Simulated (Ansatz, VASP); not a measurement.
KBr in VASP and in Ansatz

The input INCAR:

```
SYSTEM = KBr
ALGO = Normal ; EDIFF = 1E-6
ENCUT = 520 ; GGA = PE
ISIF = 2 ; ISMEAR = 0
LASPH = .TRUE. ; LCHARG = .FALSE.
LREAL = .FALSE. ; LWAVE = .FALSE.
NBANDS = 15 ; NELM = 80
PREC = Accurate ; SIGMA = 0.02
```

File KPOINTS:

```
k-points
0
G
  6 6 6
  0 0 0
```

File POSCAR:

```
KBr
1.0
    0.0000000000      3.4183010297      3.4183010297
    3.4183010297      0.0000000000      3.4183010297
    3.4183010297      3.4183010297      0.0000000000
K Br
1 1
Direct
    0.5000000000      0.5000000000      0.5000000000
    0.0000000000      0.0000000000      0.0000000000
```

Input for Ansatz:

```yaml
crystal:
  lattice:
    - [0.0, 3.4183010297, 3.4183010297]
    - [3.4183010297, 0.0, 3.4183010297]
    - [3.4183010297, 3.4183010297, 0.0]
  atoms:
    - { symbol: K, position: [0.5, 0.5, 0.5] }
    - { symbol: Br, position: [0.0, 0.0, 0.0] }
basis:
  ecutwfc: 420
kpoints:
  mp_grid: { grid: [6, 6, 6] }
hamiltonian:
  xc: pbe
scf:
  occupations: { method: gaussian, width: 0.02 }
output:
  forces: true
  stress: true
  eigenvalues: true
```

Alike in both runs: task single point; functional PBE; k mesh 6 × 6 × 6; occupations gaussian, width 0.02 eV; no spin polarisation.

```csv
,VASP,Ansatz
version,VASP 6.6.1,Ansatz 0.2.0
potentials or method,"VASP PAW PBE potentials, release 64 (K_sv, Br), cutoff 520 eV","scalar-relativistic, plane waves, PAW"
valence electrons in the cell,16,16
```

```csv
,VASP,Ansatz,Ansatz less VASP
gap on the k mesh at the Fermi level (eV),4.17,4.17,+0.001
least direct gap on the mesh (eV),4.17,4.17,+0.001
pressure (GPa),-0.7,-0.7,-0.02
```
